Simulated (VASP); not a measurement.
# Ti in VASP: notebook

Runs on Ti. Level: PBE. Tasks: single point.

Program: VASP 6.6.1. These are calculated values, not measurements. Logs are shortened: lines on timing, memory, paths and dates and some standing lists are left out, and cuts for length are marked.

**1. The cell of the first run**

It takes space group I4/mmm (No. 139, tetragonal). Conventional cell: a = 2.850 Å, b = 2.850 Å, c = 4.121 Å, α = 90.00°, β = 90.00°, γ = 90.00°. Ti (site symmetry 4/mmm) has 12 Ti at 2.85 to 2.88 Å within 3.8 Å.

**2. Single point, PBE (z stretched by +1.5 % at fixed volume)**

INCAR

```
SYSTEM = Ti
ALGO = Normal
EDIFF = 1E-6
ENCUT = 520
GGA = PE
ISIF = 2
ISMEAR = -1
LASPH = .True.
LCHARG = .False.
LREAL = .False.
LWAVE = .False.
NBANDS = 12
NELM = 80
PREC = Accurate
SIGMA = 0.05
```

KPOINTS

```
k-points
0
Gamma
  15 15 15
  0 0 0
```

POSCAR

```
Ti
1.0
    0.0000000000      2.0149441680      2.0604500000
    2.0149441680      0.0000000000      2.0604500000
    2.0149441680      2.0149441680      0.0000000000
Ti
1
Direct
    0.0000000000      0.0000000000      0.0000000000
```

Potentials or basis: VASP PAW PBE potentials, release 64 (Ti_sv).

Started as:

```console
$ cat potpaw_PBE.64/Ti_sv/POTCAR > POTCAR
$ mpirun -np 1 vasp_std > vasp.out
```

OUTCAR:

```text
SYSTEM = Ti
   EDIFF = 1E-6
   ENCUT = 520
   GGA = PE
   ISIF = 2
   ISMEAR = -1
   LASPH = .True.
   LREAL = .False.
   NELM = 80
   PREC = Accurate

 ion  position               nearest neighbor table
   1  0.000  0.000  0.000-

  LATTYP: Found a body centered tetragonal cell.
 ALAT       =     2.8495613698
 C/A-ratio  =     1.4461523951

  Lattice vectors:

 A1 = (  -2.0149441680,   0.0000000000,   2.0604500000)
 A2 = (   2.0149441680,   0.0000000000,   2.0604500000)
 A3 = (   0.0000000000,   2.0149441680,  -2.0604500000)

Analysis of symmetry for initial positions (statically):
=====================================================================
 Subroutine PRICEL returns:
 Original cell was already a primitive cell.

 Routine SETGRP: Setting up the symmetry group for a
 body centered tetragonal supercell.

 Subroutine GETGRP returns: Found 16 space group operations
 (whereof 16 operations were pure point group operations)
 out of a pool of 16 trial point group operations.

The static configuration has the point symmetry D_4h.

Analysis of symmetry for dynamics (positions and initial velocities):
=====================================================================
 Subroutine PRICEL returns:
 Original cell was already a primitive cell.

 Routine SETGRP: Setting up the symmetry group for a
 body centered tetragonal supercell.

 Subroutine GETGRP returns: Found 16 space group operations
 (whereof 16 operations were pure point group operations)
 out of a pool of 16 trial point group operations.

The dynamic configuration has the point symmetry D_4h.

 Subroutine INISYM returns: Found 16 space group operations
 (whereof 16 operations are pure point group operations),
 and found     1 'primitive' translations

----------------------------------------------------------------------------------------

                                     Primitive cell

  volume of cell :      16.7309

  direct lattice vectors                    reciprocal lattice vectors
     0.000000000  2.014944168  2.060450000    -0.248145833  0.248145833  0.242665437
     2.014944168  0.000000000  2.060450000     0.248145833 -0.248145833  0.242665437
     2.014944168  2.014944168  0.000000000     0.248145833  0.248145833 -0.242665437

  length of vectors
     2.881918493  2.881918493  2.849561370     0.426660549  0.426660549  0.426660549

  position of ions in fractional coordinates (direct lattice)
     0.000000000  0.000000000  0.000000000

  ion indices of the primitive-cell ions
   primitive index   ion index
                 1           1

----------------------------------------------------------------------------------------

 KPOINTS: k-points

Automatic generation of k-mesh.
 Grid dimensions read from file:
 generate k-points for:   15   15   15

 Generating k-lattice:

  Cartesian coordinates                     Fractional coordinates (reciprocal lattice)
    -0.016543056  0.016543056  0.016177696     0.066666667  0.000000000  0.000000000
     0.016543056 -0.016543056  0.016177696     0.000000000  0.066666667  0.000000000
     0.016543056  0.016543056 -0.016177696     0.000000000  0.000000000  0.066666667

  Length of vectors
     0.028444037  0.028444037  0.028444037

  Shift w.r.t. Gamma in fractional coordinates (k-lattice)
     0.000000000  0.000000000  0.000000000

 Subroutine IBZKPT returns following result:
 ===========================================

 Found    288 irreducible k-points:

 Following reciprocal coordinates:
            Coordinates               Weight
  0.000000  0.000000  0.000000      1.000000
  0.066667  0.000000  0.000000      8.000000
  0.133333 -0.000000  0.000000      8.000000
  0.200000  0.000000  0.000000      8.000000
  0.266667 -0.000000  0.000000      8.000000
  0.333333  0.000000  0.000000      8.000000
[... 16 lines left out ...]
  0.133333  0.133333  0.000000      2.000000
  0.200000  0.133333  0.000000      8.000000
 [... further k-points ...]
   k-points           NKPTS =    288   k-points in BZ     NKDIM =    288   number of bands    NBANDS=     12
   number of dos      NEDOS =    301   number of ions     NIONS =      1
   total plane-waves  NPLWV =  13824
   dimension x,y,z NGX =    24 NGY =   24 NGZ =   24
   dimension x,y,z NGXF=    48 NGYF=   48 NGZF=   48
   ions per type =               1
   NGX,Y,Z   is equivalent  to a cutoff of  13.84, 13.84, 14.00 a.u.
   NGXF,Y,Z  is equivalent  to a cutoff of  27.69, 27.69, 28.00 a.u.
 SYSTEM =  Ti
   PREC   = accura    normal or accurate (medium, high low for compatibility)
   ISTART =      0    job   : 0-new  1-cont  2-samecut
   ICHARG =      2    charge: 1-file 2-atom 10-const
   ISPIN  =      1    spin polarized calculation?
   LNONCOLLINEAR =      F non collinear calculations
   LSORBIT =      F    spin-orbit coupling
   LASPH  =      T    aspherical Exc in radial PAW
   ENCUT  =  520.0 eV  38.22 Ry    6.18 a.u.   5.36  5.36  5.30*2*pi/ulx,y,z
   NELM   =     80;   NELMIN=  2; NELMDL= -5     # of ELM steps
   EDIFF  = 0.1E-05   stopping-criterion for ELM
   LREAL  =      F    real-space projection
   EDIFFG = 0.1E-04   stopping-criterion for IOM
   NSW    =      0    number of steps for IOM
   IBRION =     -1    ionic relax: 0-MD 1-quasi-New 2-CG
   NFREE  =      0    steps in history (QN), initial steepest desc. (CG)
   ISIF   =      2    stress and relaxation
   ISYM   =      2    0-nonsym 1-usesym 2-fastsym
   POTIM  = 0.5000    time-step for ionic-motion
   TEBEG  =    0.0;   TEEND  =   0.0 temperature during run
   PSTRESS=    0.0 pullay stress
   NELECT =      12.0000    total number of electrons
   NUPDOWN=      -1.0000    fix difference up-down
   EMIN   =  10.00;   EMAX   =-10.00  energy-range for DOS
   EFERMI =   0.00;   METHOD = LEGACY
   ISMEAR =    -1;   SIGMA  =   0.05  broadening in eV -4-tet -1-fermi 0-gaus
   EFERMI_NEDOS =   21; number of points for ismear=-14 and -15
   IALGO  =     38    algorithm
   IMIX   =      4    mixing-type and parameters
     AMIX     =   0.40;   BMIX     =  1.00
     AMIX_MAG =   1.60;   BMIX_MAG =  1.00
  volume/ion in A,a.u.               =      16.73       112.91
  Fermi-wavevector in a.u.,A,eV,Ry     =   1.465421  2.769245 29.217967  2.147460
  Thomas-Fermi vector in A             =   2.581280
   LORBIT       =      0    0 simple, 1 ext, 2 COOP (PROOUT), +10 PAW based schemes
   GGA     = PE    functional components
   LHFCALC =     F    Hartree Fock is set to
   AEXX    =    0.0000 exact exchange contribution
   IVDW    =     0    specifies the selected vdW correction
   LEPSILON=     F    determine dielectric tensor
   LRPA    =     F    only Hartree local field effects (RPA)
 non-spin polarized calculation
  energy-cutoff  :      520.00
  volume of cell :       16.73
 maximum number of plane-waves:       465
 NGX is ok and might be reduce to    24
   NGX = 11   NGY = 11   NGZ = 11

 number of electron      12.0000003 magnetization

 Free energy of the ion-electron system (eV)
  ---------------------------------------------------
  ext. energy  EPLUGINS =         0.00000000
  ---------------------------------------------------
  free energy    TOTEN  =        -7.77662982 eV

  energy without entropy =       -7.76285988  energy(sigma->0) =       -7.76974485

 E-fermi :   8.6210     XC(G=0): -11.6762

 val. band max:        8.6194490143   @ k =  -0.3333   0.2667   0.0667
 cond. band min:       8.6228322805   @ k =   0.2667   0.1333   0.0667
 fundamental gap:      0.0033832662
 Fermi energy:         8.6210008010

 k-point     1 :       0.0000    0.0000    0.0000
  band No.  band energies     occupation
      1     -48.0281      2.00000
      2     -23.8449      2.00000
      3     -23.8398      2.00000
      4     -23.8398      2.00000
      5       2.4391      2.00000
      6       9.3978      0.00000
      7       9.5823      0.00000
      8       9.5823      0.00000
      9      11.1228      0.00000
     10      11.3398      0.00000
     11      24.0856      0.00000
     12      28.3690      0.00000

 k-point     2 :       0.0667    0.0000    0.0000
  band No.  band energies     occupation
      1     -48.0220      2.00000
      2     -23.8755      2.00000
      3     -23.8478      2.00000
      4     -23.8435      2.00000
      5       2.5883      2.00000
      6       9.3785      0.00000
      7       9.5620      0.00000
      8       9.6368      0.00000
      9      11.0914      0.00000
     10      11.3002      0.00000
     11      24.2159      0.00000
     12      27.5746      0.00000

 k-point     3 :       0.1333   -0.0000    0.0000
  band No.  band energies     occupation
      1     -48.0048      2.00000
      2     -23.9705      2.00000
      3     -23.8612      2.00000
      4     -23.8539      2.00000
      5       3.0201      2.00000
      6       9.1748      0.00003
      7       9.6475      0.00000
      8       9.7707      0.00000
      9      11.0403      0.00000
     10      11.2193      0.00000
     11      24.3673      0.00000
     12      25.8374      0.00000
[... 286 lines left out ...]
 k-point    23 :       0.1333    0.1333    0.0000
  band No.  band energies     occupation
      1     -47.9985      2.00000
      2     -23.9688      2.00000
      3     -23.8809      2.00000
      4     -23.8809      2.00000
      5       3.1866      2.00000
      6       8.8772      0.01184
      7       9.9373      0.00000
      8       9.9373      0.00000
      9      10.5708      0.00000
     10      11.4981      0.00000
     11      24.7767      0.00000
     12      26.3291      0.00000

 k-point    24 :       0.2000    0.1333    0.0000
  band No.  band energies     occupation
      1     -47.9802      2.00000
      2     -24.0554      2.00000
      3     -23.9015      2.00000
      4     -23.8992      2.00000
      5       3.6660      2.00000
      6       8.6340      0.87116
      7       9.9753      0.00000
      8      10.1161      0.00000
      9      10.4891      0.00000
     10      11.5718      0.00000
     11      24.6997      0.00000
     12      25.3519      0.00000

 [... further k-points ...]
[... 5 lines left out ...]
  --------------------------------------------------------------------------------------
  -------------------------------------------------------------------------------------
  Total        0.4598988      0.4598988      0.3799376      0.0000000      0.0000000     -0.0000000
  in kB       44.0407501     44.0407501     36.3835241      0.0000000      0.0000000     -0.0000000
  external PRESSURE =      41.4883414 kB  Pullay stress =       0.0000000 kB

 VOLUME and BASIS-vectors are now :
 -----------------------------------------------------------------------------
  energy-cutoff  :      520.00
  volume of cell :       16.73
      direct lattice vectors                 reciprocal lattice vectors
     0.000000000  2.014944168  2.060450000    -0.248145833  0.248145833  0.242665437
     2.014944168  0.000000000  2.060450000     0.248145833 -0.248145833  0.242665437
     2.014944168  2.014944168  0.000000000     0.248145833  0.248145833 -0.242665437

 POSITION                                       TOTAL-FORCE (eV/Angst)
 -----------------------------------------------------------------------------------
      0.00000      0.00000      0.00000         0.000000      0.000000      0.000000
 -----------------------------------------------------------------------------------
    total drift:                                0.000000      0.000000      0.000000

  FREE ENERGIE OF THE ION-ELECTRON SYSTEM (eV)
  ---------------------------------------------------
  free  energy   TOTEN  =        -7.7766298166 eV

  energy  without entropy=       -7.7628598756  energy(sigma->0) =       -7.76974485
```

It took 35 s on 1 thread of Intel Xeon Platinum 8488C (Sapphire Rapids), shared host; peak memory 0.17 GiB.

What came out:

```
Free energy            : -7.7766 eV
Pressure               : 4.1 GPa
Band gap on the k mesh : zero (band 6 reaches 9.43 eV, above the bottom of band 7 at 8.29 eV)
```

**3. Single point, PBE (equal xy, yz and zx shear strains of +3 %)**

INCAR

```
SYSTEM = Ti
PREC     = Accurate       ! precision mode
ENCUT    = 520            ! plane-wave cutoff, eV
EDIFF    = 1E-6           ! SCF threshold, eV
ISMEAR   = -1             ! smearing method
SIGMA    = 0.05           ! smearing width, eV
LREAL    = .FALSE.        ! projectors in reciprocal space
LASPH    = .TRUE.         ! aspherical terms in the spheres
NELM     = 60             ! most SCF steps
ALGO     = Normal         ! electronic algorithm
ISIF     = 2              ! what is computed and relaxed
LWAVE    = .FALSE.        ! write WAVECAR
LCHARG   = .TRUE.         ! write CHGCAR
GGA      = PE             ! functional
LELF     = .TRUE.         ! ELF
LVHAR    = .TRUE.       
NBANDS   = 12             ! bands
```

KPOINTS

```
regular mesh
0
G
  15 15 15
  0 0 0
```

POSCAR

```
Ti
1.0
    0.0609000000      2.0604500000      2.0604500000
    2.0604500000      0.0609000000      2.0604500000
    2.0604500000      2.0604500000      0.0609000000
Ti
1
Direct
    0.0000000000      0.0000000000      0.0000000000
```

Potentials or basis: VASP PAW PBE potentials, release 64 (Ti_sv).

Started as:

```console
$ cat potpaw_PBE.64/Ti_sv/POTCAR > POTCAR
$ mpirun -np 1 vasp_std > vasp.out
```

Run time: 54 s. Hardware: 1 thread of Intel Xeon Platinum 8488C (Sapphire Rapids), shared host; peak memory 0.18 GiB.

The run converged. Its results:

| Quantity | Value |
| --- | --- |
| Free energy | -7.7683 eV |
| Pressure | 4.2 GPa |
| Band gap on the k mesh | zero (band 6 reaches 9.38 eV, above the bottom of band 7 at 8.28 eV) |

Stress tensor (GPa, compression positive):
```
 4.21 -1.84 -1.84
-1.84  4.21 -1.84
-1.84 -1.84  4.21
```

Levels at points of the mesh, in eV from the Fermi level:
```tsv
k point	band 2	band 3	band 4	band 5	band 6	band 7	band 8	band 9	band 10	band 11
(0.00, 0.00, 0.00)	-32.51	-32.44	-32.44	-6.19	0.58	1.03	1.03	2.63	2.63	15.39
```

Caveat: the cell differs from its parent crystal (equal xy, yz and zx shear strains of +3 %).

**4. Single point, PBE (volume scaled by 0.9405)**

INCAR

```
SYSTEM = Ti
  ALGO = Normal
  EDIFF = 1E-7
  ENCUT = 520
  GGA = PE
  ISIF = 2
  ISMEAR = -1
  LASPH = .TRUE.
  LCHARG = .FALSE.
  LREAL = .FALSE.
  LWAVE = .FALSE.
  NBANDS = 12
  NELM = 80
  PREC = Accurate
  SIGMA = 0.05
```

KPOINTS

```
k-points
0
G
  15 15 15
  0 0 0
```

POSCAR

```
Ti
1.0
    0.0000000000      1.9889123197      1.9889123197
    1.9889123197      0.0000000000      1.9889123197
    1.9889123197      1.9889123197      0.0000000000
Ti
1
Direct
    0.0000000000      0.0000000000      0.0000000000
```

Started as:

```console
$ cat potpaw_PBE.64/Ti_sv/POTCAR > POTCAR
$ mpirun -np 1 vasp_std > vasp.out
```

Run time: 12 s. Hardware: 1 thread of Intel Xeon 6975P-C, shared host; peak memory 0.15 GiB.

It converged, with:

```
Free energy            : -7.7266 eV
Pressure               : 12.4 GPa
Band gap on the k mesh : zero (band 6 reaches 10.24 eV, above the bottom of band 7 at 8.98 eV)
```

Levels at points of the mesh, in eV from the Fermi level:
```csv
k point,band 2,band 3,band 4,band 5,band 6,band 7,band 8,band 9,band 10,band 11
"(0.00, 0.00, 0.00)",-32.29,-32.29,-32.29,-6.33,0.92,0.92,0.92,2.79,2.79,15.79
```

**5. Single point, PBE (volume scaled by 0.97)**

INCAR

```
SYSTEM = Ti
PREC = Accurate ; ENCUT = 520
EDIFF = 1E-6 ; ISMEAR = -1
SIGMA = 0.05 ; LREAL = .FALSE.
LASPH = .TRUE. ; NELM = 80
ALGO = Normal ; ISIF = 2
LWAVE = .FALSE. ; LCHARG = .TRUE.
GGA = PE ; LELF = .TRUE.
LVHAR = .TRUE. ; NBANDS = 12
```

KPOINTS

```
Automatic mesh
0
G
  15 15 15
  0 0 0
```

POSCAR

```
Ti
1.0
    0.0000000000      2.0094935475      2.0094935475
    2.0094935475      0.0000000000      2.0094935475
    2.0094935475      2.0094935475      0.0000000000
Ti
1
Direct
    0.0000000000      0.0000000000      0.0000000000
```

Started as:

```console
$ cat potpaw_PBE.64/Ti_sv/POTCAR > POTCAR
$ mpirun -np 1 vasp_std > vasp.out
```

Wall time 11 s (1 thread of Intel Xeon 6975P-C, shared host); peak memory 0.15 GiB.

Results (log left out):

```yaml
Free_energy: -7.7581 eV
Pressure: 8.0 GPa
Band_gap_on_the_k_mesh: zero (band 6 reaches 9.87 eV, above the bottom of band 7 at 8.65 eV)
```

Levels at points of the mesh, in eV from the Fermi level:
```csv
k point,band 2,band 3,band 4,band 5,band 6,band 7,band 8,band 9,band 10,band 11
"(0.00, 0.00, 0.00)",-32.38,-32.38,-32.38,-6.26,0.91,0.91,0.91,2.70,2.70,15.62
```

**6. Summary**

```tsv
cell	gap on the mesh (eV)	pressure (GPa)
a = 2.882, b = 2.882, c = 2.850 Å, angles 60.4, 60.4, 59.3°, 1 atom	none	4.1
a = 2.915 Å, angles 58.0°, 1 atom	none	4.2
a = 2.813 Å, angles 60.0°, 1 atom	none	12.4
a = 2.842 Å, angles 60.0°, 1 atom	none	8.0
```

Alike in all rows: task single point; level PBE; potentials or basis VASP PAW PBE potentials, release 64 (Ti_sv); no spin polarisation; k mesh 15 × 15 × 15; cutoff (eV) 520; smearing fermi-dirac 0.05 eV.

Total energies depend on the potentials used, so only differences within one code and one set of settings carry meaning.
